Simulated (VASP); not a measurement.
# Mn (P6_3/mmc) in VASP: further runs

The runs below take Mn through single point, with PBEsol.

Program: VASP 6.6.1. These are calculated values, not measurements. Logs are shortened: lines on timing, memory, paths and dates and some standing lists are left out, and cuts for length are marked.

### 1 The cell of the first run

It takes space group P6_3/mmc (No. 194, hexagonal). The conventional cell has a = 2.422 Å, b = 2.422 Å, c = 7.811 Å, α = 90.00°, β = 90.00°, γ = 120.00°. Mn (site symmetry -3m) has 12 Mn at 2.40 to 2.42 Å within 3.2 Å. Mn (site symmetry -6m2) has 12 Mn at 2.40 to 2.42 Å within 3.2 Å.

### 2 Single point, PBEsol (volume scaled by 0.96)

INCAR

```
SYSTEM = Mn
ALGO     = Normal         ! electronic algorithm
EDIFF    = 1E-7           ! SCF threshold, eV
ENCUT    = 520            ! plane-wave cutoff, eV
GGA      = PS             ! functional
ISIF     = 2              ! what is computed and relaxed
ISMEAR   = -1             ! smearing method
LASPH    = .TRUE.         ! aspherical terms in the spheres
LCHARG   = .FALSE.        ! write CHGCAR
LREAL    = .FALSE.        ! projectors in reciprocal space
LWAVE    = .FALSE.        ! write WAVECAR
NBANDS   = 34             ! bands
NELM     = 80             ! most SCF steps
PREC     = Accurate       ! precision mode
SIGMA    = 0.1            ! smearing width, eV
```

KPOINTS

```
k-points
0
G
  16 16 5
  0 0 0
```

POSCAR

```
Mn
1.0
    2.4218654149      0.0000000000      0.0000000000
   -1.2109327074      2.0973969738      0.0000000000
    0.0000000000      0.0000000000      7.8106319333
Mn
4
Direct
    1.0000000000      0.0000000000      1.0000000000
    1.0000000000      0.0000000000      0.5000000000
    0.3333333333      0.6666666667      0.2500000000
    0.6666666667      0.3333333333      0.7500000000
```

Potentials or basis: VASP PAW PBE potentials, release 64 (Mn_pv).

The run is started by

```sh
> cat potpaw_PBE.64/Mn_pv/POTCAR > POTCAR
> mpirun -np 1 vasp_std > vasp.out
```

OUTCAR:

```text
SYSTEM = Mn
   EDIFF = 1E-7
   ENCUT = 520
   GGA = PS
   ISIF = 2
   ISMEAR = -1
   LASPH = .TRUE.
   LREAL = .FALSE.
   NELM = 80
   PREC = Accurate

 ion  position               nearest neighbor table
   1  0.000  0.000  0.000-   3 2.40   4 2.40   3 2.40   4 2.40   4 2.40   3 2.40
   2  0.000  0.000  0.500-   3 2.40   4 2.40   3 2.40   4 2.40   4 2.40   3 2.40
   3  0.333  0.667  0.250-   1 2.40   2 2.40   1 2.40   2 2.40   1 2.40   2 2.40
   4  0.667  0.333  0.750-   1 2.40   2 2.40   1 2.40   2 2.40   1 2.40   2 2.40

  LATTYP: Found a hexagonal cell.
 ALAT       =     2.4218654149
 C/A-ratio  =     3.2250478847

  Lattice vectors:

 A1 = (   2.4218654149,   0.0000000000,   0.0000000000)
 A2 = (  -1.2109327074,   2.0973969738,   0.0000000000)
 A3 = (   0.0000000000,   0.0000000000,   7.8106319333)

Analysis of symmetry for initial positions (statically):
=====================================================================
 Subroutine PRICEL returns:
 Original cell was already a primitive cell.

 Routine SETGRP: Setting up the symmetry group for a
 hexagonal supercell.

 Subroutine GETGRP returns: Found 24 space group operations
 (whereof 12 operations were pure point group operations)
 out of a pool of 24 trial point group operations.

The static configuration has the point symmetry D_3d.
 The point group associated with its full space group is D_6h.

Analysis of symmetry for dynamics (positions and initial velocities):
=====================================================================
 Subroutine PRICEL returns:
 Original cell was already a primitive cell.

 Routine SETGRP: Setting up the symmetry group for a
 hexagonal supercell.

 Subroutine GETGRP returns: Found 24 space group operations
 (whereof 12 operations were pure point group operations)
 out of a pool of 24 trial point group operations.

The dynamic configuration has the point symmetry D_3d.
 The point group associated with its full space group is D_6h.

 Subroutine INISYM returns: Found 24 space group operations
 (whereof 12 operations are pure point group operations),
 and found     1 'primitive' translations

----------------------------------------------------------------------------------------

                                     Primitive cell

  volume of cell :      39.6750

  direct lattice vectors                    reciprocal lattice vectors
     2.421865415  0.000000000  0.000000000     0.412904860  0.238390732  0.000000000
    -1.210932707  2.097396974  0.000000000     0.000000000  0.476781464  0.000000000
     0.000000000  0.000000000  7.810631933     0.000000000  0.000000000  0.128030614

  length of vectors
     2.421865415  2.421865415  7.810631933     0.476781464  0.476781464  0.128030614

  position of ions in fractional coordinates (direct lattice)
     0.000000000  0.000000000  0.000000000
     0.000000000  0.000000000  0.500000000
     0.333333333  0.666666667  0.250000000
     0.666666667  0.333333333  0.750000000

  ion indices of the primitive-cell ions
   primitive index   ion index
                 1           1
                 2           2
                 3           3
                 4           4

----------------------------------------------------------------------------------------

 KPOINTS: k-points

Automatic generation of k-mesh.
 Grid dimensions read from file:
 generate k-points for:   16   16    5

 Generating k-lattice:

  Cartesian coordinates                     Fractional coordinates (reciprocal lattice)
     0.025806554  0.014899421  0.000000000     0.062500000  0.000000000  0.000000000
     0.000000000  0.029798842  0.000000000     0.000000000  0.062500000  0.000000000
     0.000000000  0.000000000  0.025606123     0.000000000  0.000000000  0.200000000

  Length of vectors
     0.029798842  0.029798842  0.025606123

  Shift w.r.t. Gamma in fractional coordinates (k-lattice)
     0.000000000  0.000000000  0.000000000

 Subroutine IBZKPT returns following result:
 ===========================================

 Found     90 irreducible k-points:

 Following reciprocal coordinates:
            Coordinates               Weight
  0.000000  0.000000  0.000000      1.000000
  0.062500  0.000000  0.000000      6.000000
  0.125000  0.000000  0.000000      6.000000
  0.187500  0.000000  0.000000      6.000000
  0.250000  0.000000  0.000000      6.000000
  0.312500  0.000000  0.000000      6.000000
[... 16 lines left out ...]
  0.187500  0.187500  0.000000      6.000000
  0.250000  0.187500  0.000000     12.000000
 [... further k-points ...]
   k-points           NKPTS =     90   k-points in BZ     NKDIM =     90   number of bands    NBANDS=     34
   number of dos      NEDOS =    301   number of ions     NIONS =      4
   total plane-waves  NPLWV =  19440
   dimension x,y,z NGX =    18 NGY =   18 NGZ =   60
   dimension x,y,z NGXF=    36 NGYF=   36 NGZF=  120
   ions per type =               4
   NGX,Y,Z   is equivalent  to a cutoff of  12.36, 12.36, 12.77 a.u.
   NGXF,Y,Z  is equivalent  to a cutoff of  24.71, 24.71, 25.54 a.u.
 SYSTEM =  Mn
   PREC   = accura    normal or accurate (medium, high low for compatibility)
   ISTART =      0    job   : 0-new  1-cont  2-samecut
   ICHARG =      2    charge: 1-file 2-atom 10-const
   ISPIN  =      1    spin polarized calculation?
   LNONCOLLINEAR =      F non collinear calculations
   LSORBIT =      F    spin-orbit coupling
   LASPH  =      T    aspherical Exc in radial PAW
   ENCUT  =  520.0 eV  38.22 Ry    6.18 a.u.   4.50  4.50 14.52*2*pi/ulx,y,z
   NELM   =     80;   NELMIN=  2; NELMDL= -5     # of ELM steps
   EDIFF  = 0.1E-06   stopping-criterion for ELM
   LREAL  =      F    real-space projection
   EDIFFG = 0.1E-05   stopping-criterion for IOM
   NSW    =      0    number of steps for IOM
   IBRION =     -1    ionic relax: 0-MD 1-quasi-New 2-CG
   NFREE  =      0    steps in history (QN), initial steepest desc. (CG)
   ISIF   =      2    stress and relaxation
   ISYM   =      2    0-nonsym 1-usesym 2-fastsym
   POTIM  = 0.5000    time-step for ionic-motion
   TEBEG  =    0.0;   TEEND  =   0.0 temperature during run
   PSTRESS=    0.0 pullay stress
   NELECT =      52.0000    total number of electrons
   NUPDOWN=      -1.0000    fix difference up-down
   EMIN   =  10.00;   EMAX   =-10.00  energy-range for DOS
   EFERMI =   0.00;   METHOD = LEGACY
   ISMEAR =    -1;   SIGMA  =   0.10  broadening in eV -4-tet -1-fermi 0-gaus
   EFERMI_NEDOS =   21; number of points for ismear=-14 and -15
   IALGO  =     38    algorithm
   IMIX   =      4    mixing-type and parameters
     AMIX     =   0.40;   BMIX     =  1.00
     AMIX_MAG =   1.60;   BMIX_MAG =  1.00
  volume/ion in A,a.u.               =       9.92        66.94
  Fermi-wavevector in a.u.,A,eV,Ry     =   1.791583  3.385602 43.671582  3.209771
  Thomas-Fermi vector in A             =   2.854121
   LORBIT       =      0    0 simple, 1 ext, 2 COOP (PROOUT), +10 PAW based schemes
   GGA     = PS    functional components
   LHFCALC =     F    Hartree Fock is set to
   AEXX    =    0.0000 exact exchange contribution
   IVDW    =     0    specifies the selected vdW correction
   LEPSILON=     F    determine dielectric tensor
   LRPA    =     F    only Hartree local field effects (RPA)
 non-spin polarized calculation
  energy-cutoff  :      520.00
  volume of cell :       39.67
 maximum number of plane-waves:      1091
 NGX is ok and might be reduce to    18
   NGX =  9   NGY =  9   NGZ = 29

 number of electron      51.9999999 magnetization

 Free energy of the ion-electron system (eV)
  ---------------------------------------------------
  ext. energy  EPLUGINS =         0.00000000
  ---------------------------------------------------
  free energy    TOTEN  =       -38.84187068 eV

  energy without entropy =      -38.68565482  energy(sigma->0) =      -38.76376275

 E-fermi :  11.4457     XC(G=0): -14.6844

 val. band max:       11.4336240899   @ k =   0.3125   0.0000   0.0000
 cond. band min:      11.4473355674   @ k =   0.3125   0.2500   0.0000
 fundamental gap:      0.0137114776
 Fermi energy:        11.4456837507

 k-point     1 :       0.0000    0.0000    0.0000
  band No.  band energies     occupation
      1     -36.9177      2.00000
      2     -36.4528      2.00000
      3     -36.3780      2.00000
      4     -36.0386      2.00000
      5     -36.0386      2.00000
      6     -35.9726      2.00000
[... 26 lines left out ...]
     33      12.7299      0.00001
     34      12.7299      0.00001

 k-point     2 :       0.0625    0.0000    0.0000
  band No.  band energies     occupation
      1     -36.9049      2.00000
      2     -36.4560      2.00000
      3     -36.3826      2.00000
      4     -36.0664      2.00000
      5     -36.0477      2.00000
      6     -35.9935      2.00000
[... 26 lines left out ...]
     33      12.7178      0.00001
     34      12.7854      0.00000

 k-point     3 :       0.1250    0.0000    0.0000
  band No.  band energies     occupation
      1     -36.8676      2.00000
      2     -36.4692      2.00000
      3     -36.4018      2.00000
      4     -36.1433      2.00000
      5     -36.0729      2.00000
      6     -36.0485      2.00000
[... 26 lines left out ...]
     33      12.7271      0.00001
     34      12.9577      0.00000

 k-point     4 :       0.1875    0.0000    0.0000
  band No.  band energies     occupation
      1     -36.8096      2.00000
      2     -36.5032      2.00000
      3     -36.4519      2.00000
      4     -36.2534      2.00000
      5     -36.1569      2.00000
      6     -36.1159      2.00000
[... 26 lines left out ...]
     33      13.1217      0.00000
     34      13.2310      0.00000

 k-point     5 :       0.2500    0.0000    0.0000
  band No.  band energies     occupation
      1     -36.7402      2.00000
      2     -36.5644      2.00000
      3     -36.5440      2.00000
      4     -36.3777      2.00000
      5     -36.3009      2.00000
      6     -36.1698      2.00000
[... 621 lines left out ...]
 k-point    22 :       0.4375    0.1250    0.0000
  band No.  band energies     occupation
      1     -36.8313      2.00000
      2     -36.8255      2.00000
      3     -36.6636      2.00000
      4     -36.6420      2.00000
      5     -36.3831      2.00000
      6     -36.3393      2.00000
[... 26 lines left out ...]
     33      15.2899      0.00000
     34      16.2589      0.00000

 k-point    23 :       0.1875    0.1875    0.0000
  band No.  band energies     occupation
      1     -36.6498      2.00000
      2     -36.6362      2.00000
      3     -36.6302      2.00000
      4     -36.4790      2.00000
      5     -36.4543      2.00000
      6     -36.2669      2.00000
[... 26 lines left out ...]
     33      13.6140      0.00000
     34      14.2445      0.00000

 k-point    24 :       0.2500    0.1875    0.0000
  band No.  band energies     occupation
      1     -36.7077      2.00000
      2     -36.6962      2.00000
      3     -36.5618      2.00000
      4     -36.5597      2.00000
      5     -36.5244      2.00000
      6     -36.3236      2.00000
[... 26 lines left out ...]
     33      14.3813      0.00000
     34      15.1615      0.00000

 [... further k-points ...]
[... 5 lines left out ...]
  --------------------------------------------------------------------------------------
  -------------------------------------------------------------------------------------
  Total        3.4158700      3.4158700      3.3731404      0.0000000      0.0000000      0.0000000
  in kB      137.9415516    137.9415516    136.2160199      0.0000000      0.0000000      0.0000000
  external PRESSURE =     137.3663743 kB  Pullay stress =       0.0000000 kB

 VOLUME and BASIS-vectors are now :
 -----------------------------------------------------------------------------
  energy-cutoff  :      520.00
  volume of cell :       39.67
      direct lattice vectors                 reciprocal lattice vectors
     2.421865415  0.000000000  0.000000000     0.412904860  0.238390732  0.000000000
    -1.210932707  2.097396974  0.000000000     0.000000000  0.476781464  0.000000000
     0.000000000  0.000000000  7.810631933     0.000000000  0.000000000  0.128030614

 POSITION                                       TOTAL-FORCE (eV/Angst)
 -----------------------------------------------------------------------------------
      0.00000      0.00000      0.00000        -0.000000      0.000000     -0.000000
      0.00000      0.00000      3.90532        -0.000000      0.000000     -0.000000
     -0.00000      1.39826      1.95266         0.000000     -0.000000      0.000000
      1.21093      0.69913      5.85797        -0.000000      0.000000     -0.000000
 -----------------------------------------------------------------------------------
    total drift:                                0.000000     -0.000000      0.000000

  FREE ENERGIE OF THE ION-ELECTRON SYSTEM (eV)
  ---------------------------------------------------
  free  energy   TOTEN  =       -38.8418706814 eV

  energy  without entropy=      -38.6856548194  energy(sigma->0) =      -38.76376275
```

It took 79 s on 1 thread of Intel Xeon Platinum 8488C (Sapphire Rapids), shared host; peak memory 0.21 GiB.

Results:

- Free energy: -38.8419 eV
- Pressure: 13.7 GPa
- Band gap on the k mesh: zero (band 26 reaches 12.94 eV, above the bottom of band 27 at 10.48 eV)

Caveat: the PAW data sets were made with another functional, which shifts forces and pressure a little; the run has no spin polarisation, though such a crystal can be magnetic. Spin polarisation is off, so any magnetic state and its effect on volume and gap are missing.

(Continued in part 2 of 2.)
